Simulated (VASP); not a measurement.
# AlRu (Pm) in VASP: single point with PBEsol

Aim: the single point of AlRu with PBEsol.

Everything below comes from runs of VASP 6.6.1. Logs are shortened: lines on timing, memory, paths and dates and some standing lists are left out, and cuts for length are marked.

## (1) The cell of the first run

Symmetry: Pm, No. 6, monoclinic system. The conventional cell has a = 2.992 Å, b = 2.992 Å, c = 2.992 Å, α = 90.00°, β = 90.00°, γ = 90.00°. Al (site symmetry m) has 8 Ru at 2.34 to 2.86 Å and 6 Al at 2.99 Å within 3.1 Å. Ru (site symmetry m) has 8 Al at 2.34 to 2.86 Å and 6 Ru at 2.99 Å within 3.1 Å.

## (2) Single point, PBEsol (atom 2 (Ru) moved by (-0.300, -0.150) A along y and z)

INCAR reads:

```
PREC     = Accurate       # precision mode
ENCUT    = 520            # plane-wave cutoff, eV
EDIFF    = 1E-6           # SCF threshold, eV
ISMEAR   = 0              # smearing method
SIGMA    = 0.15           # smearing width, eV
LREAL    = F              # projectors in reciprocal space
LASPH    = T              # aspherical terms in the spheres
NELM     = 80             # most SCF steps
ALGO     = Fast           # electronic algorithm
ISIF     = 2              # what is computed and relaxed
LWAVE    = F              # write WAVECAR
LCHARG   = F              # write CHGCAR
GGA      = PS             # functional
NBANDS   = 16             # bands
```

KPOINTS reads:

```
regular mesh
0
Gamma
  16 16 16
```

POSCAR reads:

```
AlRu
1.0
    2.9916000000      0.0000000000      0.0000000000
    0.0000000000      2.9916000000      0.0000000000
    0.0000000000      0.0000000000      2.9916000000
Al Ru
1 1
Direct
    0.0000000000      0.0000000000      0.0000000000
    0.5000000000      0.3997192138      0.4498596069
```

Potentials or basis: VASP PAW PBE potentials, release 64 (Al, Ru_pv).

Run with:

```sh
$ cat potpaw_PBE.64/Al/POTCAR potpaw_PBE.64/Ru_pv/POTCAR > POTCAR
$ mpirun -np 1 vasp_std > vasp.out
```

OUTCAR:

```text
PREC = Accurate
   ENCUT = 520
   EDIFF = 1E-6
   ISMEAR = 0
   LREAL = F
   LASPH = T
   NELM = 80
   ISIF = 2
   GGA = PS

 ion  position               nearest neighbor table
   1  0.000  0.000  0.000-   2 2.34   2 2.34   2 2.53   2 2.53   2 2.70   2 2.70   2 2.86   2 2.86

   2  0.500  0.400  0.450-   1 2.34   1 2.34   1 2.53   1 2.53   1 2.70   1 2.70   1 2.86   1 2.86

  LATTYP: Found a simple cubic cell.
 ALAT       =     2.9916000000

  Lattice vectors:

 A1 = (   2.9916000000,   0.0000000000,   0.0000000000)
 A2 = (   0.0000000000,   2.9916000000,   0.0000000000)
 A3 = (   0.0000000000,   0.0000000000,   2.9916000000)

Analysis of symmetry for initial positions (statically):
=====================================================================
 Subroutine PRICEL returns:
 Original cell was already a primitive cell.

 Routine SETGRP: Setting up the symmetry group for a
 simple cubic supercell.

 Subroutine GETGRP returns: Found  2 space group operations
 (whereof  2 operations were pure point group operations)
 out of a pool of 48 trial point group operations.

The static configuration has the point symmetry C_1h.

Analysis of symmetry for dynamics (positions and initial velocities):
=====================================================================
 Subroutine PRICEL returns:
 Original cell was already a primitive cell.

 Routine SETGRP: Setting up the symmetry group for a
 simple cubic supercell.

 Subroutine GETGRP returns: Found  2 space group operations
 (whereof  2 operations were pure point group operations)
 out of a pool of 48 trial point group operations.

The dynamic configuration has the point symmetry C_1h.

 Subroutine INISYM returns: Found  2 space group operations
 (whereof  2 operations are pure point group operations),
 and found     1 'primitive' translations

----------------------------------------------------------------------------------------

                                     Primitive cell

  volume of cell :      26.7738

  direct lattice vectors                    reciprocal lattice vectors
     2.991600000  0.000000000  0.000000000     0.334269287  0.000000000  0.000000000
     0.000000000  2.991600000  0.000000000     0.000000000  0.334269287  0.000000000
     0.000000000  0.000000000  2.991600000     0.000000000  0.000000000  0.334269287

  length of vectors
     2.991600000  2.991600000  2.991600000     0.334269287  0.334269287  0.334269287

  position of ions in fractional coordinates (direct lattice)
     0.000000000  0.000000000  0.000000000
     0.500000000  0.399719214  0.449859607

  ion indices of the primitive-cell ions
   primitive index   ion index
                 1           1
                 2           2

----------------------------------------------------------------------------------------

 KPOINTS: regular mesh

Automatic generation of k-mesh.
 Grid dimensions read from file:
 generate k-points for:   16   16   16

 Generating k-lattice:

  Cartesian coordinates                     Fractional coordinates (reciprocal lattice)
     0.020891830  0.000000000  0.000000000     0.062500000  0.000000000  0.000000000
     0.000000000  0.020891830  0.000000000     0.000000000  0.062500000  0.000000000
     0.000000000  0.000000000  0.020891830     0.000000000  0.000000000  0.062500000

  Length of vectors
     0.020891830  0.020891830  0.020891830

  Shift w.r.t. Gamma in fractional coordinates (k-lattice)
     0.000000000  0.000000000  0.000000000

 Subroutine IBZKPT returns following result:
 ===========================================

 Found   1170 irreducible k-points:

 Following reciprocal coordinates:
            Coordinates               Weight
  0.000000  0.000000  0.000000      1.000000
  0.062500  0.000000  0.000000      2.000000
  0.000000  0.062500  0.000000      2.000000
  0.000000  0.000000  0.062500      2.000000
  0.125000  0.000000  0.000000      2.000000
  0.000000  0.125000  0.000000      2.000000
[... 16 lines left out ...]
  0.500000  0.000000  0.000000      1.000000
  0.000000  0.500000  0.000000      1.000000
 [... further k-points ...]
   k-points           NKPTS =   1170   k-points in BZ     NKDIM =   1170   number of bands    NBANDS=     16
   number of dos      NEDOS =    301   number of ions     NIONS =      2
   total plane-waves  NPLWV =  13824
   dimension x,y,z NGX =    24 NGY =   24 NGZ =   24
   dimension x,y,z NGXF=    48 NGYF=   48 NGZF=   48
   ions per type =               1   1
   NGX,Y,Z   is equivalent  to a cutoff of  13.34, 13.34, 13.34 a.u.
   NGXF,Y,Z  is equivalent  to a cutoff of  26.67, 26.67, 26.67 a.u.
 SYSTEM =  unknown system
   PREC   = accura    normal or accurate (medium, high low for compatibility)
   ISTART =      0    job   : 0-new  1-cont  2-samecut
   ICHARG =      2    charge: 1-file 2-atom 10-const
   ISPIN  =      1    spin polarized calculation?
   LNONCOLLINEAR =      F non collinear calculations
   LSORBIT =      F    spin-orbit coupling
   LASPH  =      T    aspherical Exc in radial PAW
   ENCUT  =  520.0 eV  38.22 Ry    6.18 a.u.   5.56  5.56  5.56*2*pi/ulx,y,z
   NELM   =     80;   NELMIN=  2; NELMDL= -5     # of ELM steps
   EDIFF  = 0.1E-05   stopping-criterion for ELM
   LREAL  =      F    real-space projection
   EDIFFG = 0.1E-04   stopping-criterion for IOM
   NSW    =      0    number of steps for IOM
   IBRION =     -1    ionic relax: 0-MD 1-quasi-New 2-CG
   NFREE  =      0    steps in history (QN), initial steepest desc. (CG)
   ISIF   =      2    stress and relaxation
   ISYM   =      2    0-nonsym 1-usesym 2-fastsym
   POTIM  = 0.5000    time-step for ionic-motion
   TEBEG  =    0.0;   TEEND  =   0.0 temperature during run
   PSTRESS=    0.0 pullay stress
   NELECT =      17.0000    total number of electrons
   NUPDOWN=      -1.0000    fix difference up-down
   EMIN   =  10.00;   EMAX   =-10.00  energy-range for DOS
   EFERMI =   0.00;   METHOD = LEGACY
   ISMEAR =     0;   SIGMA  =   0.15  broadening in eV -4-tet -1-fermi 0-gaus
   EFERMI_NEDOS =   21; number of points for ismear=-14 and -15
   IALGO  =     68    algorithm
   IMIX   =      4    mixing-type and parameters
     AMIX     =   0.40;   BMIX     =  1.00
     AMIX_MAG =   1.60;   BMIX_MAG =  1.00
  volume/ion in A,a.u.               =      13.39        90.34
  Fermi-wavevector in a.u.,A,eV,Ry     =   1.407087  2.659009 26.938090  1.979894
  Thomas-Fermi vector in A             =   2.529382
   LORBIT       =      0    0 simple, 1 ext, 2 COOP (PROOUT), +10 PAW based schemes
   GGA     = PS    functional components
   LHFCALC =     F    Hartree Fock is set to
   AEXX    =    0.0000 exact exchange contribution
   IVDW    =     0    specifies the selected vdW correction
   LEPSILON=     F    determine dielectric tensor
   LRPA    =     F    only Hartree local field effects (RPA)
 non-spin polarized calculation
 RMM-DIIS sequential band-by-band and
 Gauss-broadening in eV      SIGMA  =   0.15
  energy-cutoff  :      520.00
  volume of cell :       26.77
 maximum number of plane-waves:       739
 NGX is ok and might be reduce to    24
   NGX = 11   NGY = 11   NGZ = 11

 number of electron      17.0000000 magnetization

 Free energy of the ion-electron system (eV)
  ---------------------------------------------------
  ext. energy  EPLUGINS =         0.00000000
  ---------------------------------------------------
  free energy    TOTEN  =       -15.07198922 eV

  energy without entropy =      -15.05289066  energy(sigma->0) =      -15.06243994

 E-fermi :  10.5449     XC(G=0): -12.6540

 val. band max:       10.5437484000   @ k =   0.4375  -0.1250   0.3750
 cond. band min:      10.5452589186   @ k =   0.3125  -0.3750   0.2500
 fundamental gap:      0.0015105186
 Fermi energy:        10.5449213157

 k-point     1 :       0.0000    0.0000    0.0000
  band No.  band energies     occupation
      1     -31.1371      2.00000
      2     -31.1367      2.00000
      3     -31.1111      2.00000
      4       0.9461      2.00000
      5       6.8383      2.00000
      6       6.9130      2.00000
[... 8 lines left out ...]
     15      22.6631      0.00000
     16      25.0011      0.00000

 k-point     2 :       0.0625    0.0000    0.0000
  band No.  band energies     occupation
      1     -31.1451      2.00000
      2     -31.1364      2.00000
      3     -31.1104      2.00000
      4       1.0222      2.00000
      5       6.8674      2.00000
      6       6.9397      2.00000
[... 8 lines left out ...]
     15      22.6641      0.00000
     16      25.2584      0.00000

 k-point     3 :       0.0000    0.0625    0.0000
  band No.  band energies     occupation
      1     -31.1393      2.00000
      2     -31.1361      2.00000
      3     -31.1163      2.00000
      4       1.0203      2.00000
      5       6.8632      2.00000
      6       6.9408      2.00000
[... 8 lines left out ...]
     15      22.6637      0.00000
     16      25.1974      0.00000

 k-point     4 :       0.0000    0.0000    0.0625
  band No.  band energies     occupation
      1     -31.1437      2.00000
      2     -31.1361      2.00000
      3     -31.1122      2.00000
      4       1.0217      2.00000
      5       6.8651      2.00000
      6       6.9410      2.00000
[... 8 lines left out ...]
     15      22.6639      0.00000
     16      25.2396      0.00000

 k-point     5 :       0.1250    0.0000    0.0000
  band No.  band energies     occupation
      1     -31.1687      2.00000
      2     -31.1345      2.00000
      3     -31.1084      2.00000
      4       1.2477      2.00000
      5       6.9408      2.00000
      6       7.0157      2.00000
[... 8 lines left out ...]
     15      22.6702      0.00000
     16      26.0462      0.00000

 k-point     6 :       0.0000    0.1250    0.0000
  band No.  band energies     occupation
      1     -31.1538      2.00000
      2     -31.1341      2.00000
      3     -31.1230      2.00000
      4       1.2400      2.00000
      5       6.9352      2.00000
      6       7.0092      2.00000
[... 8 lines left out ...]
     15      22.6947      0.00000
     16      25.8483      0.00000

 k-point     7 :       0.0000    0.0000    0.1250
  band No.  band energies     occupation
      1     -31.1649      2.00000
      2     -31.1341      2.00000
      3     -31.1124      2.00000
      4       1.2457      2.00000
      5       6.9350      2.00000
      6       7.0177      2.00000
[... 8 lines left out ...]
     15      22.6720      0.00000
     16      25.9907      0.00000

 k-point     8 :       0.1875    0.0000    0.0000
  band No.  band energies     occupation
      1     -31.2039      2.00000
      2     -31.1315      2.00000
      3     -31.1054      2.00000
      4       1.6143      2.00000
      5       7.0152      2.00000
      6       7.1271      2.00000
[... 8 lines left out ...]
     15      22.8122      0.00000
     16      27.1782      0.00000

 k-point     9 :       0.0000    0.1875    0.0000
  band No.  band energies     occupation
      1     -31.1853      2.00000
      2     -31.1312      2.00000
      3     -31.1229      2.00000
      4       1.5972      2.00000
      5       7.0420      2.00000
      6       7.0734      2.00000
[... 8 lines left out ...]
     15      23.1847      0.00000
     16      26.9287      0.00000
[... 172 lines left out ...]
 k-point    19 :       0.0000    0.0000    0.3750
  band No.  band energies     occupation
      1     -31.3142      2.00000
      2     -31.1213      2.00000
      3     -31.1013      2.00000
      4       3.3880      2.00000
      5       6.3625      2.00000
      6       7.5233      2.00000
[... 8 lines left out ...]
     15      23.1116      0.00000
     16      24.9976      0.00000

 k-point    20 :       0.4375    0.0000    0.0000
  band No.  band energies     occupation
      1     -31.3439      2.00000
      2     -31.1197      2.00000
      3     -31.0932      2.00000
      4       4.1561      2.00000
      5       5.7319      2.00000
      6       7.6365      2.00000
[... 8 lines left out ...]
     15      22.6679      0.00000
     16      23.9617      0.00000

 k-point    21 :       0.0000    0.4375    0.0000
  band No.  band energies     occupation
      1     -31.3204      2.00000
      2     -31.1195      2.00000
      3     -31.1127      2.00000
      4       4.0283      2.00000
      5       5.7907      2.00000
      6       7.5542      2.00000
[... 8 lines left out ...]
     15      23.9851      0.00000
     16      24.6635      0.00000

 k-point    22 :       0.0000    0.0000    0.4375
  band No.  band energies     occupation
      1     -31.3370      2.00000
      2     -31.1193      2.00000
      3     -31.0994      2.00000
      4       4.1231      2.00000
      5       5.7427      2.00000
      6       7.6151      2.00000
[... 8 lines left out ...]
     15      24.0291      0.00000
     16      25.0362      0.00000

 k-point    23 :       0.5000    0.0000    0.0000
  band No.  band energies     occupation
      1     -31.3520      2.00000
      2     -31.1190      2.00000
      3     -31.0925      2.00000
      4       4.7814      2.00000
      5       5.1382      2.00000
      6       7.6702      2.00000
[... 8 lines left out ...]
     15      22.6656      0.00000
     16      23.3812      0.00000

 k-point    24 :       0.0000    0.5000    0.0000
  band No.  band energies     occupation
      1     -31.3283      2.00000
      2     -31.1188      2.00000
      3     -31.1120      2.00000
      4       4.4805      2.00000
      5       5.3657      2.00000
      6       7.5868      2.00000
[... 8 lines left out ...]
     15      23.5637      0.00000
     16      24.5465      0.00000

 [... further k-points ...]
[... 5 lines left out ...]
  --------------------------------------------------------------------------------------
  -------------------------------------------------------------------------------------
  Total        1.4867888      0.1839797      1.0884210      0.0000000      1.1431645      0.0000000
  in kB       88.9711661     11.0095581     65.1323781      0.0000000     68.4082894      0.0000000
  external PRESSURE =      55.0377007 kB  Pullay stress =       0.0000000 kB

 VOLUME and BASIS-vectors are now :
 -----------------------------------------------------------------------------
  energy-cutoff  :      520.00
  volume of cell :       26.77
      direct lattice vectors                 reciprocal lattice vectors
     2.991600000  0.000000000  0.000000000     0.334269287  0.000000000  0.000000000
     0.000000000  2.991600000  0.000000000     0.000000000  0.334269287  0.000000000
     0.000000000  0.000000000  2.991600000     0.000000000  0.000000000  0.334269287

 POSITION                                       TOTAL-FORCE (eV/Angst)
 -----------------------------------------------------------------------------------
      0.00000      0.00000      0.00000         0.000000     -2.407614     -1.459901
      1.49580      1.19580      1.34580         0.000000      2.407614      1.459901
 -----------------------------------------------------------------------------------
    total drift:                                0.000000     -0.000609     -0.000430

  FREE ENERGIE OF THE ION-ELECTRON SYSTEM (eV)
  ---------------------------------------------------
  free  energy   TOTEN  =       -15.0719892161 eV

  energy  without entropy=      -15.0528906554  energy(sigma->0) =      -15.06243994
```

Wall time 2.4 min (1 thread of Intel Xeon 6975P-C (Granite Rapids), shared host); peak memory 0.55 GiB.

What came out:

- Free energy: -15.0720 eV
- Pressure: 5.5 GPa
- Largest force: 2.816 eV/Å

Forces on the atoms (eV/Å):
```
Al   0.000 -2.408 -1.460
Ru   0.000  2.408  1.460
```

Stress tensor (GPa, compression positive):
```
8.90 0.00 0.00
0.00 1.10 6.84
0.00 6.84 6.51
```

Caveat: the cell differs from its parent crystal (atom 2 (Ru) moved by (-0.300, -0.150) A along y and z); the PAW data sets were made with another functional, which shifts forces and pressure a little.
